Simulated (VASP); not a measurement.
# LiF (Griceite) (Fm-3m) in VASP: further runs

Aim: see how the results for LiF (Griceite) move with the level of theory and the settings. Levels: LDA, r2SCAN. Tasks: single point.

All numbers are computed with VASP 6.6.1; they aren't measurements. Logs are shortened: lines on timing, memory, paths and dates and some standing lists are left out, and cuts for length are marked.

## 1. The cell of the first run

The structure is cubic, space group Fm-3m (No. 225). Conventional cell: a = 4.107 Å, b = 4.107 Å, c = 4.107 Å, α = 90.00°, β = 90.00°, γ = 90.00°. F (site symmetry m-3m) has 6 Li at 2.05 Å within 2.7 Å. Within 2.7 Å of Li (site symmetry m-3m) lie 6 F at 2.05 Å.

## 2. Single point, LDA

File INCAR:

```
SYSTEM = LiF
ALGO = Normal
EDIFF = 1E-6
ENCUT = 520
ISIF = 2
ISMEAR = -1
LASPH = .True.
LCHARG = .True.
LELF = .True.
LREAL = .False.
LVHAR = .True.
LWAVE = .False.
NBANDS = 12
NELM = 60
PREC = Accurate
SIGMA = 0.05
```

File KPOINTS:

```
k-points
0
Gamma
  11 11 11
  0 0 0
```

File POSCAR:

```
LiF
1.0
    0.0000000000      2.0535002244      2.0535002244
    2.0535002244      0.0000000000      2.0535002244
    2.0535002244      2.0535002244      0.0000000000
F Li
1 1
Direct
    0.5000000000      0.5000000000      0.5000000000
    0.0000000000      0.0000000000      0.0000000000
```

Potentials or basis: VASP PAW LDA potentials, release 64 (F, Li_sv).

Started as:

```console
$ cat potpaw_LDA.64/F/POTCAR potpaw_LDA.64/Li_sv/POTCAR > POTCAR
$ mpirun -np 1 vasp_std > vasp.out
```

OUTCAR:

```text
SYSTEM = LiF
   EDIFF = 1E-6
   ENCUT = 520
   ISIF = 2
   ISMEAR = -1
   LASPH = .True.
   LREAL = .False.
   NELM = 60
   PREC = Accurate

 ion  position               nearest neighbor table
   1  0.500  0.500  0.500-   2 2.05   2 2.05   2 2.05   2 2.05   2 2.05   2 2.05
   2  0.000  0.000  0.000-   1 2.05   1 2.05   1 2.05   1 2.05   1 2.05   1 2.05

  LATTYP: Found a face centered cubic cell.
 ALAT       =     4.1070004488

  Lattice vectors:

 A1 = (   0.0000000000,   2.0535002244,   2.0535002244)
 A2 = (   2.0535002244,   0.0000000000,   2.0535002244)
 A3 = (   2.0535002244,   2.0535002244,   0.0000000000)

Analysis of symmetry for initial positions (statically):
=====================================================================
 Subroutine PRICEL returns:
 Original cell was already a primitive cell.

 Routine SETGRP: Setting up the symmetry group for a
 face centered cubic supercell.

 Subroutine GETGRP returns: Found 48 space group operations
 (whereof 48 operations were pure point group operations)
 out of a pool of 48 trial point group operations.

The static configuration has the point symmetry O_h .

Analysis of symmetry for dynamics (positions and initial velocities):
=====================================================================
 Subroutine PRICEL returns:
 Original cell was already a primitive cell.

 Routine SETGRP: Setting up the symmetry group for a
 face centered cubic supercell.

 Subroutine GETGRP returns: Found 48 space group operations
 (whereof 48 operations were pure point group operations)
 out of a pool of 48 trial point group operations.

The dynamic configuration has the point symmetry O_h .

 Subroutine INISYM returns: Found 48 space group operations
 (whereof 48 operations are pure point group operations),
 and found     1 'primitive' translations

----------------------------------------------------------------------------------------

                                     Primitive cell

  volume of cell :      17.3187

  direct lattice vectors                    reciprocal lattice vectors
     0.000000000  2.053500224  2.053500224    -0.243486703  0.243486703  0.243486703
     2.053500224  0.000000000  2.053500224     0.243486703 -0.243486703  0.243486703
     2.053500224  2.053500224  0.000000000     0.243486703  0.243486703 -0.243486703

  length of vectors
     2.904087868  2.904087868  2.904087868     0.421731341  0.421731341  0.421731341

  position of ions in fractional coordinates (direct lattice)
     0.500000000  0.500000000  0.500000000
     0.000000000  0.000000000  0.000000000

  ion indices of the primitive-cell ions
   primitive index   ion index
                 1           1
                 2           2

----------------------------------------------------------------------------------------

 KPOINTS: k-points

Automatic generation of k-mesh.
 Grid dimensions read from file:
 generate k-points for:   11   11   11

 Generating k-lattice:

  Cartesian coordinates                     Fractional coordinates (reciprocal lattice)
    -0.022135155  0.022135155  0.022135155     0.090909091  0.000000000  0.000000000
     0.022135155 -0.022135155  0.022135155     0.000000000  0.090909091  0.000000000
     0.022135155  0.022135155 -0.022135155     0.000000000  0.000000000  0.090909091

  Length of vectors
     0.038339213  0.038339213  0.038339213

  Shift w.r.t. Gamma in fractional coordinates (k-lattice)
     0.000000000  0.000000000  0.000000000

 Subroutine IBZKPT returns following result:
 ===========================================

 Found     56 irreducible k-points:

 Following reciprocal coordinates:
            Coordinates               Weight
  0.000000  0.000000  0.000000      1.000000
  0.090909  0.000000  0.000000      8.000000
  0.181818  0.000000  0.000000      8.000000
  0.272727  0.000000  0.000000      8.000000
  0.363636  0.000000  0.000000      8.000000
  0.454545  0.000000  0.000000      8.000000
[... 16 lines left out ...]
 -0.272727  0.181818  0.000000     24.000000
 -0.181818  0.181818  0.000000     12.000000
 [... further k-points ...]
   k-points           NKPTS =     56   k-points in BZ     NKDIM =     56   number of bands    NBANDS=     12
   number of dos      NEDOS =    301   number of ions     NIONS =      2
   total plane-waves  NPLWV =  13824
   dimension x,y,z NGX =    24 NGY =   24 NGZ =   24
   dimension x,y,z NGXF=    48 NGYF=   48 NGZF=   48
   ions per type =               1   1
   NGX,Y,Z   is equivalent  to a cutoff of  13.74, 13.74, 13.74 a.u.
   NGXF,Y,Z  is equivalent  to a cutoff of  27.48, 27.48, 27.48 a.u.
 SYSTEM =  LiF
   PREC   = accura    normal or accurate (medium, high low for compatibility)
   ISTART =      0    job   : 0-new  1-cont  2-samecut
   ICHARG =      2    charge: 1-file 2-atom 10-const
   ISPIN  =      1    spin polarized calculation?
   LNONCOLLINEAR =      F non collinear calculations
   LSORBIT =      F    spin-orbit coupling
   LASPH  =      T    aspherical Exc in radial PAW
   ENCUT  =  520.0 eV  38.22 Ry    6.18 a.u.   5.40  5.40  5.40*2*pi/ulx,y,z
   NELM   =     60;   NELMIN=  2; NELMDL= -5     # of ELM steps
   EDIFF  = 0.1E-05   stopping-criterion for ELM
   LREAL  =      F    real-space projection
   EDIFFG = 0.1E-04   stopping-criterion for IOM
   NSW    =      0    number of steps for IOM
   IBRION =     -1    ionic relax: 0-MD 1-quasi-New 2-CG
   NFREE  =      0    steps in history (QN), initial steepest desc. (CG)
   ISIF   =      2    stress and relaxation
   ISYM   =      2    0-nonsym 1-usesym 2-fastsym
   POTIM  = 0.5000    time-step for ionic-motion
   TEBEG  =    0.0;   TEEND  =   0.0 temperature during run
   PSTRESS=    0.0 pullay stress
   NELECT =      10.0000    total number of electrons
   NUPDOWN=      -1.0000    fix difference up-down
   EMIN   =  10.00;   EMAX   =-10.00  energy-range for DOS
   EFERMI =   0.00;   METHOD = LEGACY
   ISMEAR =    -1;   SIGMA  =   0.05  broadening in eV -4-tet -1-fermi 0-gaus
   EFERMI_NEDOS =   21; number of points for ismear=-14 and -15
   IALGO  =     38    algorithm
   IMIX   =      4    mixing-type and parameters
     AMIX     =   0.40;   BMIX     =  1.00
     AMIX_MAG =   1.60;   BMIX_MAG =  1.00
  volume/ion in A,a.u.               =       8.66        58.44
  Fermi-wavevector in a.u.,A,eV,Ry     =   1.363233  2.576137 25.285123  1.858404
  Thomas-Fermi vector in A             =   2.489654
   LORBIT       =      0    0 simple, 1 ext, 2 COOP (PROOUT), +10 PAW based schemes
   GGA     = CA    functional components
   LHFCALC =     F    Hartree Fock is set to
   AEXX    =    0.0000 exact exchange contribution
   IVDW    =     0    specifies the selected vdW correction
   LEPSILON=     F    determine dielectric tensor
   LRPA    =     F    only Hartree local field effects (RPA)
 non-spin polarized calculation
  energy-cutoff  :      520.00
  volume of cell :       17.32
 maximum number of plane-waves:       487
 NGX is ok and might be reduce to    24
   NGX = 11   NGY = 11   NGZ = 11

 number of electron      10.0000000 magnetization

 Free energy of the ion-electron system (eV)
  ---------------------------------------------------
  ext. energy  EPLUGINS =         0.00000000
  ---------------------------------------------------
  free energy    TOTEN  =       -10.42395201 eV

  energy without entropy =      -10.42395201  energy(sigma->0) =      -10.42395201

 E-fermi :  -0.4567     XC(G=0): -10.3820

 val. band max:       -1.6431765316   @ k =   0.0000   0.0000   0.0000
 cond. band min:       6.6877401083   @ k =   0.0000   0.0000   0.0000
 fundamental gap:      8.3309166399
 Fermi energy:        -0.4567375781

 k-point     1 :       0.0000    0.0000    0.0000
  band No.  band energies     occupation
      1     -41.5230      2.00000
      2     -21.0557      2.00000
      3      -1.6432      2.00000
      4      -1.6432      2.00000
      5      -1.6432      2.00000
      6       6.6877      0.00000
      7      21.0775      0.00000
      8      21.0775      0.00000
      9      21.0775      0.00000
     10      21.6972      0.00000
     11      21.6972      0.00000
     12      21.6972      0.00000

 k-point     2 :       0.0909    0.0000    0.0000
  band No.  band energies     occupation
      1     -41.5189      2.00000
      2     -21.0264      2.00000
      3      -1.8758      2.00000
      4      -1.6610      2.00000
      5      -1.6610      2.00000
      6       6.9279      0.00000
      7      18.8862      0.00000
      8      20.0834      0.00000
      9      20.0834      0.00000
     10      22.5089      0.00000
     11      22.5441      0.00000
     12      22.5441      0.00000

 k-point     3 :       0.1818    0.0000    0.0000
  band No.  band energies     occupation
      1     -41.5075      2.00000
      2     -20.9437      2.00000
      3      -2.4500      2.00000
      4      -1.7079      2.00000
      5      -1.7079      2.00000
      6       7.4963      0.00000
      7      16.6075      0.00000
      8      18.7836      0.00000
      9      18.7836      0.00000
     10      23.2968      0.00000
     11      23.7046      0.00000
     12      23.7046      0.00000
[... 286 lines left out ...]
 k-point    23 :      -0.2727    0.1818    0.0000
  band No.  band energies     occupation
      1     -41.4753      2.00000
      2     -20.6764      2.00000
      3      -3.4428      2.00000
      4      -2.5756      2.00000
      5      -1.8081      2.00000
      6       9.1948      0.00000
      7      13.6904      0.00000
      8      16.8547      0.00000
      9      16.9706      0.00000
     10      25.4414      0.00000
     11      25.5153      0.00000
     12      26.8763      0.00000

 k-point    24 :      -0.1818    0.1818    0.0000
  band No.  band energies     occupation
      1     -41.4878      2.00000
      2     -20.7846      2.00000
      3      -3.0436      2.00000
      4      -2.3206      2.00000
      5      -1.7115      2.00000
      6       8.5695      0.00000
      7      14.5907      0.00000
      8      17.2772      0.00000
      9      17.6234      0.00000
     10      24.0393      0.00000
     11      24.2596      0.00000
     12      27.1255      0.00000

 [... further k-points ...]
[... 5 lines left out ...]
  --------------------------------------------------------------------------------------
  -------------------------------------------------------------------------------------
  Total       -1.0404644     -1.0404644     -1.0404644     -0.0000000      0.0000000      0.0000000
  in kB      -96.2550508    -96.2550508    -96.2550508     -0.0000000      0.0000000      0.0000000
  external PRESSURE =     -96.2550508 kB  Pullay stress =       0.0000000 kB

 VOLUME and BASIS-vectors are now :
 -----------------------------------------------------------------------------
  energy-cutoff  :      520.00
  volume of cell :       17.32
      direct lattice vectors                 reciprocal lattice vectors
     0.000000000  2.053500224  2.053500224    -0.243486703  0.243486703  0.243486703
     2.053500224  0.000000000  2.053500224     0.243486703 -0.243486703  0.243486703
     2.053500224  2.053500224  0.000000000     0.243486703  0.243486703 -0.243486703

 POSITION                                       TOTAL-FORCE (eV/Angst)
 -----------------------------------------------------------------------------------
      2.05350      2.05350      2.05350         0.000000      0.000000      0.000000
      0.00000      0.00000      0.00000         0.000000      0.000000      0.000000
 -----------------------------------------------------------------------------------
    total drift:                               -0.000000     -0.000000      0.000000

  FREE ENERGIE OF THE ION-ELECTRON SYSTEM (eV)
  ---------------------------------------------------
  free  energy   TOTEN  =       -10.4239520108 eV

  energy  without entropy=      -10.4239520108  energy(sigma->0) =      -10.42395201
```

It took 9.7 s on 1 thread of Intel Xeon Platinum 8175M at 2.50GHz (Skylake/Cascade Lake), shared host; peak memory 0.12 GiB.

Results:

```
Free energy            : -10.4240 eV
Band gap on the k mesh : 8.33 eV, direct
```

Caveat: the cutoff is under 1.25 times the usual one of these potentials, so pressure, stress and relaxed cells hold a basis-set (Pulay) error.

(Part 1 of 2 ends here.)
